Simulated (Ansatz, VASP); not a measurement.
LiF in VASP and in Ansatz

File INCAR:

```
SYSTEM = LiF
PREC = Accurate ; ENCUT = 520
EDIFF = 1E-7 ; ISMEAR = -1
SIGMA = 0.03 ; LREAL = .FALSE.
LASPH = .TRUE. ; NELM = 100
ALGO = Normal ; ISIF = 2
LWAVE = .FALSE. ; LCHARG = .FALSE.
GGA = CA ; NBANDS = 12
```

Contents of KPOINTS:

```
regular mesh
0
G
  10 10 10
  0 0 0
```

File POSCAR:

```
LiF
1.0
    0.0000000000      2.0140000000      1.9737200000
    2.0140000000      0.0000000000      1.9737200000
    2.0140000000      2.0140000000      0.0000000000
Li F
1 1
Direct
    0.0000000000      0.0000000000      0.0000000000
    0.5000000000      0.5000000000      0.5000000000
```

Input for Ansatz:

```yaml
crystal:
  lattice:
    - [0.0, 2.014, 1.97372]
    - [2.014, 0.0, 1.97372]
    - [2.014, 2.014, 0.0]
  atoms:
    - { symbol: Li, position: [0.0, 0.0, 0.0] }
    - { symbol: F, position: [0.5, 0.5, 0.5] }
kpoints:
  mp_grid: { grid: [10, 10, 10] }
  band_path:
    path:
      - [0.0, 0.0, 0.0]
      - [0.0, 0.5, 0.5]
      - [0.25, 0.75, 0.5]
      - [0.0, 0.5, 0.0]
      - [0.0, 0.0, 0.0]
      - [0.5, 0.5, 0.0]
      - [0.3801541025, 0.6198458975, 0.0]
      - [-0.3801541025, 0.3801541025, 0.0]
      - [0.0, 0.0, 0.0]
    npoints: 5
scf:
  occupations: { method: fermi_dirac, width: 0.03 }
hamiltonian:
  xc: lda
  pseudopotentials: { kind: all_electron, lapw: { basis_error: 0.00025 } }
output:
  forces: true
  stress: true
  eigenvalues: true
```

Change from the starting cell: zz strain of -2 %.

Alike in both runs: task single point; functional LDA; k mesh 10 × 10 × 10; occupations fermi-dirac, width 0.03 eV; no spin polarisation.

```csv
,VASP,Ansatz
version,VASP 6.6.1,Ansatz 0.2.0
potentials or method,"VASP PAW LDA potentials, release 64 (Li_sv, F), cutoff 520 eV","all-electron LAPW, scalar-relativistic"
```

|  | VASP | Ansatz | Ansatz less VASP |
| --- | --- | --- | --- |
| gap on the k mesh at the Fermi level (eV) | 9.00 | 8.98 | -0.018 |

LDA's correlation is that of Perdew and Zunger in VASP and of Perdew and Wang (1992) in Ansatz. Ansatz ran all-electron here, and VASP with PAW potentials.

Noted on VASP's run: the cutoff is short for stress, so the pressure is rough.
